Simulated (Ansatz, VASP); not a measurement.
# Bi2Se3 in VASP and in Ansatz

```xyz
5
Lattice="2.0715 1.1960 9.5453 -2.0715 1.1960 9.5453 0.0000 -2.3920 9.5453" Properties=species:S:1:pos:R:3 pbc="T T T"
Bi    0.0000    0.0000   17.1587
Bi    0.0000    0.0000   11.4773
Se    0.0000    0.0000   22.5738
Se    0.0000    0.0000    6.0622
Se    0.0000    0.0000    0.0000
```

Alike in both runs: functional RPBE; k mesh 8 × 8 × 8; occupations fermi-dirac, width 0.05 eV; no spin polarisation.

|  | VASP | Ansatz |
| --- | --- | --- |
| version | VASP 6.6.1 | Ansatz 0.2.0 |
| potentials or method | VASP PAW PBE potentials, release 64 (Bi_d, Se) | Ansatz PAW |
| plane-wave cutoff (eV) | 520 | 420 |
| valence electrons in the cell | 48 | 78 |
| task | single point | band structure |

Ansatz gave:

```
gap on the k mesh at the Fermi level (eV)                     : 0.29
least direct gap on the mesh (eV)                             : 0.29
pressure (GPa)                                                : 4.2
traceless stress, the component that is largest in VASP (GPa) : 0.09
rms of the force components (eV/Å)                            : 0.082
```

**Question.** What did VASP give for the same quantities?

**Answer.** gap on the k mesh at the Fermi level (eV): 0.29; least direct gap on the mesh (eV): 0.29; pressure (GPa): 4.2; traceless stress, the component that is largest in VASP (GPa): 0.09; rms of the force components (eV/Å): 0.087.

VASP's potentials were made for PBE, not for RPBE. Atom by atom the forces differ by 0.005 eV/Å (rms over components). The functional is the same, so the differences come from potentials, cutoffs and numerics. VASP's potentials hold 48 valence electrons a cell and Ansatz's 78, so a difference there can come from the potentials and not from the codes.

Neither program's run includes spin-orbit coupling.
